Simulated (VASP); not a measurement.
Input of a VASP 6.6.1 run:

The input INCAR:

```
PREC = Accurate
ENCUT = 520
EDIFF = 1E-6
ISMEAR = 0
SIGMA = 0.01
LREAL = False
LASPH = True
NELM = 80
ALGO = Normal
ISIF = 2
LWAVE = False
LCHARG = False
GGA = CA
NBANDS = 24
```

KPOINTS

```
regular mesh
0
Gamma
  4 4 4
```

Contents of POSCAR:

```
CsMgF3
1.0
    4.2523100000      0.0000000000      0.0000000000
    0.0000000000      4.2523100000      0.0000000000
    0.0000000000      0.0000000000      4.2523100000
Cs Mg F
1 1 3
Direct
    0.0000000000      0.0000000000      0.0000000000
    0.5000000000      0.5000000000      0.5000000000
    0.0000000000      0.5000000000      0.5000000000
    0.5000000000      0.0000000000      0.5000000000
    0.5000000000      0.5000000000      0.0000000000
```

Potentials or basis: VASP PAW LDA potentials, release 64 (Cs_sv, Mg, F).

The run is started by

```bash
$ cat potpaw_LDA.64/Cs_sv/POTCAR potpaw_LDA.64/Mg/POTCAR potpaw_LDA.64/F/POTCAR > POTCAR
$ mpirun -np 1 vasp_std > vasp.out
```

(1) Predict the pressure.

(2) Predict the band gap on the k mesh.

## Answers

(1) -7.3 GPa.

(2) 6.35 eV.

Caveat: the cell stands under tension; spin-orbit coupling is left out, which moves the levels of the heavy elements.
